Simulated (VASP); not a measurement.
# NaH (I4/mmm) in VASP: notebook

NaH is run at these levels: PBE; tasks: single point.

All numbers are computed with VASP 6.6.1; they aren't measurements. Logs are shortened: lines on timing, memory, paths and dates and some standing lists are left out, and cuts for length are marked.

## 1. The cell of the first run

The structure is tetragonal, space group I4/mmm (No. 139). Conventional cell: a = 3.364 Å, b = 3.364 Å, c = 4.636 Å, α = 90.00°, β = 90.00°, γ = 90.00°. Within 3.1 Å of Na (site symmetry 4/mmm) lie 6 H at 2.32 to 2.38 Å. Within 3.1 Å of H (site symmetry 4/mmm) lie 6 Na at 2.32 to 2.38 Å.

## 2. Single point, PBE (strain -0.025 along x and y, -0.050 along z)

The input, INCAR:

```
PREC     = Accurate       # precision mode
ENCUT    = 520            # plane-wave cutoff, eV
EDIFF    = 1E-7           # SCF threshold, eV
ISMEAR   = 0              # smearing method
SIGMA    = 0.05           # smearing width, eV
LREAL    = F              # projectors in reciprocal space
LASPH    = T              # aspherical terms in the spheres
NELM     = 80             # most SCF steps
ALGO     = Normal         # electronic algorithm
ISIF     = 2              # what is computed and relaxed
LWAVE    = F              # write WAVECAR
LCHARG   = F              # write CHGCAR
GGA      = PE             # functional
NBANDS   = 11             # bands
```

The input, KPOINTS:

```
regular mesh
0
Gamma
  8 8 8
```

The input, POSCAR:

```
NaH
1.0
    0.0000000000      2.3790000000      2.3180000000
    2.3790000000      0.0000000000      2.3180000000
    2.3790000000      2.3790000000      0.0000000000
Na H
1 1
Direct
    0.0000000000      0.0000000000      0.0000000000
    0.5000000000      0.5000000000      0.5000000000
```

Potentials or basis: VASP PAW PBE potentials, release 64 (Na_pv, H).

Launch:

```sh
$ cat potpaw_PBE.64/Na_pv/POTCAR potpaw_PBE.64/H/POTCAR > POTCAR
$ mpirun -np 1 vasp_std > vasp.out
```

OUTCAR:

```text
PREC = Accurate
   ENCUT = 520
   EDIFF = 1E-7
   ISMEAR = 0
   LREAL = F
   LASPH = T
   NELM = 80
   ISIF = 2
   GGA = PE

 ion  position               nearest neighbor table
   1  0.000  0.000  0.000-
   2  0.500  0.500  0.500-

  LATTYP: Found a body centered tetragonal cell.
 ALAT       =     3.3644140649
 C/A-ratio  =     1.3779516762

  Lattice vectors:

 A1 = (   0.0000000000,  -2.3790000000,  -2.3180000000)
 A2 = (   0.0000000000,   2.3790000000,  -2.3180000000)
 A3 = (   2.3790000000,   0.0000000000,   2.3180000000)

Analysis of symmetry for initial positions (statically):
=====================================================================
 Subroutine PRICEL returns:
 Original cell was already a primitive cell.

 Routine SETGRP: Setting up the symmetry group for a
 body centered tetragonal supercell.

 Subroutine GETGRP returns: Found 16 space group operations
 (whereof 16 operations were pure point group operations)
 out of a pool of 16 trial point group operations.

The static configuration has the point symmetry D_4h.

Analysis of symmetry for dynamics (positions and initial velocities):
=====================================================================
 Subroutine PRICEL returns:
 Original cell was already a primitive cell.

 Routine SETGRP: Setting up the symmetry group for a
 body centered tetragonal supercell.

 Subroutine GETGRP returns: Found 16 space group operations
 (whereof 16 operations were pure point group operations)
 out of a pool of 16 trial point group operations.

The dynamic configuration has the point symmetry D_4h.

 Subroutine INISYM returns: Found 16 space group operations
 (whereof 16 operations are pure point group operations),
 and found     1 'primitive' translations

----------------------------------------------------------------------------------------

                                     Primitive cell

  volume of cell :      26.2381

  direct lattice vectors                    reciprocal lattice vectors
     0.000000000  2.379000000  2.318000000    -0.210172341  0.210172341  0.215703192
     2.379000000  0.000000000  2.318000000     0.210172341 -0.210172341  0.215703192
     2.379000000  2.379000000  0.000000000     0.210172341  0.210172341 -0.215703192

  length of vectors
     3.321560627  3.321560627  3.364414065     0.367250178  0.367250178  0.367250178

  position of ions in fractional coordinates (direct lattice)
     0.000000000  0.000000000  0.000000000
     0.500000000  0.500000000  0.500000000

  ion indices of the primitive-cell ions
   primitive index   ion index
                 1           1
                 2           2

----------------------------------------------------------------------------------------

 KPOINTS: regular mesh

Automatic generation of k-mesh.
 Grid dimensions read from file:
 generate k-points for:    8    8    8

 Generating k-lattice:

  Cartesian coordinates                     Fractional coordinates (reciprocal lattice)
    -0.026271543  0.026271543  0.026962899     0.125000000 -0.000000000  0.000000000
     0.026271543 -0.026271543  0.026962899    -0.000000000  0.125000000  0.000000000
     0.026271543  0.026271543 -0.026962899     0.000000000  0.000000000  0.125000000

  Length of vectors
     0.045906272  0.045906272  0.045906272

  Shift w.r.t. Gamma in fractional coordinates (k-lattice)
     0.000000000  0.000000000  0.000000000

 Subroutine IBZKPT returns following result:
 ===========================================

 Found     59 irreducible k-points:

 Following reciprocal coordinates:
            Coordinates               Weight
  0.000000  0.000000  0.000000      1.000000
  0.125000  0.000000  0.000000      8.000000
  0.250000  0.000000  0.000000      8.000000
  0.375000  0.000000  0.000000      8.000000
  0.500000  0.000000  0.000000      4.000000
  0.125000  0.125000  0.000000      2.000000
[... 16 lines left out ...]
  0.250000  0.000000  0.125000     16.000000
  0.375000  0.000000  0.125000     16.000000
 [... further k-points ...]
   k-points           NKPTS =     59   k-points in BZ     NKDIM =     59   number of bands    NBANDS=     11
   number of dos      NEDOS =    301   number of ions     NIONS =      2
   total plane-waves  NPLWV =  21952
   dimension x,y,z NGX =    28 NGY =   28 NGZ =   28
   dimension x,y,z NGXF=    56 NGYF=   56 NGZF=   56
   ions per type =               1   1
   NGX,Y,Z   is equivalent  to a cutoff of  14.01, 14.01, 13.84 a.u.
   NGXF,Y,Z  is equivalent  to a cutoff of  28.03, 28.03, 27.67 a.u.
 SYSTEM =  unknown system
   PREC   = accura    normal or accurate (medium, high low for compatibility)
   ISTART =      0    job   : 0-new  1-cont  2-samecut
   ICHARG =      2    charge: 1-file 2-atom 10-const
   ISPIN  =      1    spin polarized calculation?
   LNONCOLLINEAR =      F non collinear calculations
   LSORBIT =      F    spin-orbit coupling
   LASPH  =      T    aspherical Exc in radial PAW
   ENCUT  =  520.0 eV  38.22 Ry    6.18 a.u.   6.18  6.18  6.26*2*pi/ulx,y,z
   NELM   =     80;   NELMIN=  2; NELMDL= -5     # of ELM steps
   EDIFF  = 0.1E-06   stopping-criterion for ELM
   LREAL  =      F    real-space projection
   EDIFFG = 0.1E-05   stopping-criterion for IOM
   NSW    =      0    number of steps for IOM
   IBRION =     -1    ionic relax: 0-MD 1-quasi-New 2-CG
   NFREE  =      0    steps in history (QN), initial steepest desc. (CG)
   ISIF   =      2    stress and relaxation
   ISYM   =      2    0-nonsym 1-usesym 2-fastsym
   POTIM  = 0.5000    time-step for ionic-motion
   TEBEG  =    0.0;   TEEND  =   0.0 temperature during run
   PSTRESS=    0.0 pullay stress
   NELECT =       8.0000    total number of electrons
   NUPDOWN=      -1.0000    fix difference up-down
   EMIN   =  10.00;   EMAX   =-10.00  energy-range for DOS
   EFERMI =   0.00;   METHOD = LEGACY
   ISMEAR =     0;   SIGMA  =   0.05  broadening in eV -4-tet -1-fermi 0-gaus
   EFERMI_NEDOS =   21; number of points for ismear=-14 and -15
   IALGO  =     38    algorithm
   IMIX   =      4    mixing-type and parameters
     AMIX     =   0.40;   BMIX     =  1.00
     AMIX_MAG =   1.60;   BMIX_MAG =  1.00
  volume/ion in A,a.u.               =      13.12        88.53
  Fermi-wavevector in a.u.,A,eV,Ry     =   1.101862  2.082218 16.518846  1.214101
  Thomas-Fermi vector in A             =   2.238296
   LORBIT       =      0    0 simple, 1 ext, 2 COOP (PROOUT), +10 PAW based schemes
   GGA     = PE    functional components
   LHFCALC =     F    Hartree Fock is set to
   AEXX    =    0.0000 exact exchange contribution
   IVDW    =     0    specifies the selected vdW correction
   LEPSILON=     F    determine dielectric tensor
   LRPA    =     F    only Hartree local field effects (RPA)
 non-spin polarized calculation
 Gauss-broadening in eV      SIGMA  =   0.05
  energy-cutoff  :      520.00
  volume of cell :       26.24
 maximum number of plane-waves:       725
 NGX is ok and might be reduce to    28
   NGX = 13   NGY = 13   NGZ = 13

 number of electron       8.0000001 magnetization

 Free energy of the ion-electron system (eV)
  ---------------------------------------------------
  ext. energy  EPLUGINS =         0.00000000
  ---------------------------------------------------
  free energy    TOTEN  =        -5.07436647 eV

  energy without entropy =       -5.07436647  energy(sigma->0) =       -5.07436647

 E-fermi :  -0.6563     XC(G=0):  -8.0162

 val. band max:       -0.8641132064   @ k =  -0.2500   0.5000   0.2500
 cond. band min:       3.0125604859   @ k =   0.5000   0.0000   0.0000
 fundamental gap:      3.8766736922
 Fermi energy:        -0.6563204761

 k-point     1 :       0.0000    0.0000    0.0000
  band No.  band energies     occupation
      1     -22.8538      2.00000
      2     -22.8538      2.00000
      3     -22.8445      2.00000
      4      -4.6983      2.00000
      5      10.1894      0.00000
      6      15.2389      0.00000
      7      15.2389      0.00000
      8      15.3756      0.00000
      9      16.3070      0.00000
     10      16.3070      0.00000
     11      16.3565      0.00000

 k-point     2 :       0.1250    0.0000    0.0000
  band No.  band energies     occupation
      1     -22.8694      2.00000
      2     -22.8562      2.00000
      3     -22.8486      2.00000
      4      -4.4132      2.00000
      5       9.2125      0.00000
      6      12.6205      0.00000
      7      14.3986      0.00000
      8      14.5754      0.00000
      9      17.2153      0.00000
     10      17.2820      0.00000
     11      17.4744      0.00000

 k-point     3 :       0.2500    0.0000    0.0000
  band No.  band energies     occupation
      1     -22.9115      2.00000
      2     -22.8619      2.00000
      3     -22.8536      2.00000
      4      -3.6040      2.00000
      5       6.6953      0.00000
      6      11.1573      0.00000
      7      13.5114      0.00000
      8      13.7974      0.00000
      9      17.0417      0.00000
     10      17.5133      0.00000
     11      18.7884      0.00000

 k-point     4 :       0.3750    0.0000    0.0000
  band No.  band energies     occupation
      1     -22.9534      2.00000
      2     -22.8676      2.00000
      3     -22.8579      2.00000
      4      -2.4700      2.00000
      5       4.1977      0.00000
      6      10.5742      0.00000
      7      12.9564      0.00000
      8      13.3243      0.00000
      9      16.3281      0.00000
     10      16.8398      0.00000
     11      19.1267      0.00000

 k-point     5 :       0.5000    0.0000    0.0000
  band No.  band energies     occupation
      1     -22.9706      2.00000
      2     -22.8700      2.00000
      3     -22.8597      2.00000
      4      -1.7627      2.00000
      5       3.0126      0.00000
      6      10.4090      0.00000
      7      12.7677      0.00000
      8      13.1659      0.00000
      9      16.0605      0.00000
     10      16.5635      0.00000
     11      18.9821      0.00000
[... 211 lines left out ...]
 k-point    21 :       0.5000    0.5000    0.0000
  band No.  band energies     occupation
      1     -22.9514      2.00000
      2     -22.8972      2.00000
      3     -22.8972      2.00000
      4      -0.9808      2.00000
      5       4.1341      0.00000
      6       9.2534      0.00000
      7      10.0351      0.00000
      8      10.0351      0.00000
      9      11.5888      0.00000
     10      24.2710      0.00000
     11      25.6265      0.00000

 k-point    22 :       0.1250    0.0000    0.1250
  band No.  band energies     occupation
      1     -22.8710      2.00000
      2     -22.8590      2.00000
      3     -22.8506      2.00000
      4      -4.3276      2.00000
      5       9.0853      0.00000
      6      13.1690      0.00000
      7      13.3111      0.00000
      8      13.3644      0.00000
      9      16.7136      0.00000
     10      18.5579      0.00000
     11      19.0731      0.00000

 k-point    23 :       0.2500    0.0000    0.1250
  band No.  band energies     occupation
      1     -22.9005      2.00000
      2     -22.8645      2.00000
      3     -22.8571      2.00000
      4      -3.7052      2.00000
      5       7.4437      0.00000
      6      10.6535      0.00000
      7      12.5478      0.00000
      8      14.5016      0.00000
      9      15.7087      0.00000
     10      18.2006      0.00000
     11      19.8431      0.00000

 k-point    24 :       0.3750    0.0000    0.1250
  band No.  band energies     occupation
      1     -22.9390      2.00000
      2     -22.8717      2.00000
      3     -22.8630      2.00000
      4      -2.6769      2.00000
      5       5.1043      0.00000
      6       9.3935      0.00000
      7      12.2030      0.00000
      8      14.1107      0.00000
      9      15.8677      0.00000
     10      18.6878      0.00000
     11      19.2596      0.00000

 [... further k-points ...]
[... 5 lines left out ...]
  --------------------------------------------------------------------------------------
  -------------------------------------------------------------------------------------
  Total        0.2519435      0.2519435      0.4404314      0.0000000      0.0000000      0.0000000
  in kB       15.3844337     15.3844337     26.8940708      0.0000000      0.0000000      0.0000000
  external PRESSURE =      19.2209794 kB  Pullay stress =       0.0000000 kB

 VOLUME and BASIS-vectors are now :
 -----------------------------------------------------------------------------
  energy-cutoff  :      520.00
  volume of cell :       26.24
      direct lattice vectors                 reciprocal lattice vectors
     0.000000000  2.379000000  2.318000000    -0.210172341  0.210172341  0.215703192
     2.379000000  0.000000000  2.318000000     0.210172341 -0.210172341  0.215703192
     2.379000000  2.379000000  0.000000000     0.210172341  0.210172341 -0.215703192

 POSITION                                       TOTAL-FORCE (eV/Angst)
 -----------------------------------------------------------------------------------
      0.00000      0.00000      0.00000         0.000000      0.000000      0.000000
      2.37900      2.37900      2.31800        -0.000000     -0.000000      0.000000
 -----------------------------------------------------------------------------------
    total drift:                               -0.000000     -0.000000     -0.000000

  FREE ENERGIE OF THE ION-ELECTRON SYSTEM (eV)
  ---------------------------------------------------
  free  energy   TOTEN  =        -5.0743664713 eV

  energy  without entropy=       -5.0743664713  energy(sigma->0) =       -5.07436647
```

Run time: 10 s. Hardware: 1 thread of Intel Xeon 6975P-C, shared host; peak memory 0.16 GiB.

Results:

- Free energy: -5.0744 eV
- Pressure: 1.9 GPa
- Band gap on the k mesh: 3.88 eV, indirect (least direct gap 4.78 eV)

Stress tensor (GPa, compression positive):
```
1.54 0.00 0.00
0.00 1.54 0.00
0.00 0.00 2.69
```

Caveat: the cell differs from its parent crystal (strain -0.025 along x and y, -0.050 along z). A k mesh can miss the band edges.

(Continued in part 2 of 2.)
